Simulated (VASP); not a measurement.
Input of a VASP 6.6.1 run:

The input INCAR:

```
PREC     = Accurate       # precision mode
ENCUT    = 520            # plane-wave cutoff, eV
EDIFF    = 1E-6           # SCF threshold, eV
ISMEAR   = 0              # smearing method
SIGMA    = 0.1            # smearing width, eV
LREAL    = False          # projectors in reciprocal space
LASPH    = True           # aspherical terms in the spheres
NELM     = 100            # most SCF steps
ALGO     = Fast           # electronic algorithm
ISIF     = 2              # what is computed and relaxed
LWAVE    = False          # write WAVECAR
LCHARG   = False          # write CHGCAR
GGA      = PS             # functional
NBANDS   = 30             # bands
```

KPOINTS

```
regular mesh
0
Gamma
  6 6 4
```

Contents of POSCAR:

```
K
1.0
    4.2651245717     -4.2588285791      0.0000000000
    4.2651245717      4.2588285791      0.0000000000
    0.0000000000      0.0000000000     11.1454937549
K
5
Direct
    0.5000000000      0.0000000000      0.3092481955
    0.0000000000      0.5000000000      0.6907518045
    0.0000000000      0.5000000000      0.3092481955
    0.5000000000      0.0000000000      0.6907518045
    0.0000000000      0.0000000000      0.0000000000
```

Potentials or basis: VASP PAW PBE potentials, release 64 (K_sv).

Launch:

```console
$ cat potpaw_PBE.64/K_sv/POTCAR > POTCAR
$ mpirun -np 1 vasp_std > vasp.out
```

(1) What does it give for the pressure?

(2) Predict the band gap on the k mesh.

## Answers

(1) 0.0 GPa.

(2) zero (an odd number of electrons rules out a gap without spin polarisation).

Caveat: the PAW data sets were made with another functional, which shifts forces and pressure a little.
